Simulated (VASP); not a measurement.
Write the native input for VASP 6.6.1 that does the following.

```yaml
Task: single point
Functional: PBE
Potentials_or_basis: VASP PAW PBE potentials, release 64 (K_sv, Br)
Cutoff: 520 eV
k_mesh: 8 × 8 × 8
Occupations: gaussian, width 0.05 eV
Spin: no spin polarisation
Dipole_correction: no
k_mesh_for_the_DOS: 12 × 12 × 12
Occupations_for_the_DOS: tetrahedron
Further_INCAR_settings: ALGO = Normal; EDIFF = 1e-06; NBANDS = 15
```

KBr:

```
CELL_PARAMETERS angstrom
0.00000 3.30000 3.30000
3.30000 0.00000 3.30000
3.30000 3.30000 0.00000
ATOMIC_POSITIONS crystal
K 0.00000 0.00000 0.00000
Br 0.50000 0.50000 0.50000
```

One way to write it, as run:

POSCAR

```
KBr
1.0
    0.0000000000      3.3000000000      3.3000000000
    3.3000000000      0.0000000000      3.3000000000
    3.3000000000      3.3000000000      0.0000000000
K Br
1 1
Direct
    0.0000000000      0.0000000000      0.0000000000
    0.5000000000      0.5000000000      0.5000000000
```

INCAR.step1

```
ALGO = Normal ; EDIFF = 1E-6
ENCUT = 520 ; GGA = PE
ISIF = 2 ; ISMEAR = 0
LASPH = True ; LCHARG = True
LREAL = False ; LWAVE = False
NBANDS = 15 ; NELM = 80
PREC = Accurate ; SIGMA = 0.05
```

KPOINTS.step1

```
k-points
0
Gamma
  8 8 8
```

INCAR.step2

```
ALGO = Normal ; EDIFF = 1E-6
ENCUT = 520 ; GGA = PE
ICHARG = 11 ; ISIF = 2
ISMEAR = -5 ; LASPH = True
LCHARG = False ; LORBIT = 11
LREAL = False ; LWAVE = False
NBANDS = 15 ; NEDOS = 2001
NELM = 80 ; PREC = Accurate
SIGMA = 0.05
```

KPOINTS.step2

```
k-points
0
Gamma
  12 12 12
```

Potentials or basis: VASP PAW PBE potentials, release 64 (K_sv, Br).

Run with:

```console
$ cat potpaw_PBE.64/K_sv/POTCAR potpaw_PBE.64/Br/POTCAR > POTCAR
$ cp INCAR.step1 INCAR
$ cp KPOINTS.step1 KPOINTS
$ mpirun -np 1 vasp_std > vasp.out
$ cp INCAR.step2 INCAR
$ cp KPOINTS.step2 KPOINTS
$ mpirun -np 1 vasp_std > vasp.out
```

Results of the run:

| Property | Result |
| --- | --- |
| Valence electrons inside the program's atomic spheres | K 7.56; Br 4.90 |

Wall time 99 s on 1 thread of Intel Xeon 8259CL, with other jobs on the host, peak memory 0.24 GiB.
